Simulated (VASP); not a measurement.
Input of a VASP 6.6.1 run:

The input INCAR:

```
  PREC = Accurate
  ENCUT = 500
  EDIFF = 1E-7
  ISMEAR = 0
  SIGMA = 0.02
  LREAL = False
  LASPH = True
  NELM = 120
  ALGO = Normal
  ISIF = 3
  LWAVE = False
  LCHARG = False
  GGA = PE
  IBRION = 2
  NSW = 100
  EDIFFG = -0.002
  GGA_COMPAT = False
  NELMIN = 4
```

The input KPOINTS:

```
Automatic mesh
0
Gamma
  8 8 8
```

POSCAR

```
BP
1.0
    0.0000000000      2.2690000000      2.2690000000
    2.2690000000      0.0000000000      2.2690000000
    2.2690000000      2.2690000000      0.0000000000
B P
1 1
Direct
    0.0000000000      0.0000000000      0.0000000000
    0.2500000000      0.2500000000      0.2500000000
```

Potentials or basis: VASP PAW PBE potentials, release 64 (B, P).

Run with:

```bash
$ cat potpaw_PBE.64/B/POTCAR potpaw_PBE.64/P/POTCAR > POTCAR
$ mpirun -np 1 vasp_std > vasp.out
```

Problem. What does it give for the relaxed volume?

Solution. 11.75 Å³/atom.

Problem. Estimate the space group after relaxing (to 0.05 Å).

Solution. F-43m (No. 216).

Step by step:
```
step  energy change (eV)  largest force (eV/Å)  pressure (GPa)  volume (Å³)
   1              0.0000                0.0000            0.92        23.36
   2             -0.0002                0.0000           -0.65        23.59
   3             -0.0004                0.0000            0.01        23.49
```
